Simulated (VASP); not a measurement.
A run of VASP 6.6.1 is set up as follows.

File INCAR:

```
PREC = Accurate
ENCUT = 520
EDIFF = 1E-7
ISMEAR = -1
SIGMA = 0.02
LREAL = F
LASPH = T
NELM = 100
ALGO = Normal
ISIF = 2
LWAVE = F
LCHARG = F
GGA = PE
NBANDS = 18
```

KPOINTS

```
regular mesh
0
Gamma
  8 8 8
```

Contents of POSCAR:

```
PtS2
1.0
    1.7769704474      1.0259343662      5.5622598406
   -1.7769704474      1.0259343662      5.5622598406
    0.0000000000     -2.0518687323      5.5622598406
Pt S
1 2
Direct
    0.0000000000      0.0000000000      0.0000000000
    0.2595533796      0.2595533796      0.2595533796
    0.7404466204      0.7404466204      0.7404466204
```

Potentials or basis: VASP PAW PBE potentials, release 64 (Pt, S).

Run with:

```sh
$ cat potpaw_PBE.64/Pt/POTCAR potpaw_PBE.64/S/POTCAR > POTCAR
$ mpirun -np 1 vasp_std > vasp.out
```

(1) Estimate the pressure.

(2) Predict the band gap on the k mesh.

## Answers

(1) 1.7 GPa.

(2) 1.11 eV, indirect (least direct gap 1.24 eV).

Caveat: the cell differs from its parent crystal (strain +0.7%); spin-orbit coupling is left out, which moves the levels of the heavy elements.
